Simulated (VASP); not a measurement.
Runs of VASP 6.6.1 on Mo. The structure is that of space group Pm-3m (No. 221), or close to it. The cells are those of the table. 

| task | cell | k mesh | cutoff (eV) | gap on the mesh (eV) | pressure (GPa) |
| --- | --- | --- | --- | --- | --- |
| relaxation of cell and atoms | relaxed from a = 2.563 Å, 1 atom | 12 × 12 × 12 | 600 | none | 0.0 |
| single point | a = 2.652 Å, 1 atom | 13 × 13 × 13 | 520 | none | -7.0 |
| single point | a = 2.718 Å, 1 atom | 13 × 13 × 13 | 520 | none | -16.5 |
| single point | a = 2.618 Å, 1 atom | 12 × 12 × 12 | 520 | none | (b) |
| single point | a = 2.618 Å, 1 atom | 20 × 20 × 20 | 520 | none | 0.2 |
| single point | a = 2.686 Å, 1 atom | 13 × 13 × 13 | 520 | none | -12.3 |
| single point | a = 2.582 Å, 1 atom | 13 × 13 × 13 | 520 | none | 7.6 |
| single point | a = 2.618 Å, 1 atom | 13 × 13 × 13 | 520 | none | (a) |

Alike in all rows: level RPBE; potentials or basis VASP PAW PBE potentials, release 64 (Mo_sv); no spin polarisation; smearing fermi-dirac 0.1 eV.

**Question.** Estimate the missing entries.

**Answer.** (a) -0.5; (b) 0.4.

Caveats: the PAW data sets were made with another functional, which shifts forces and pressure a little.

A k mesh can miss the band edges, and the runs leave out spin-orbit coupling on Mo.

A gap of «none» marks levels without a gap at the run's occupations.
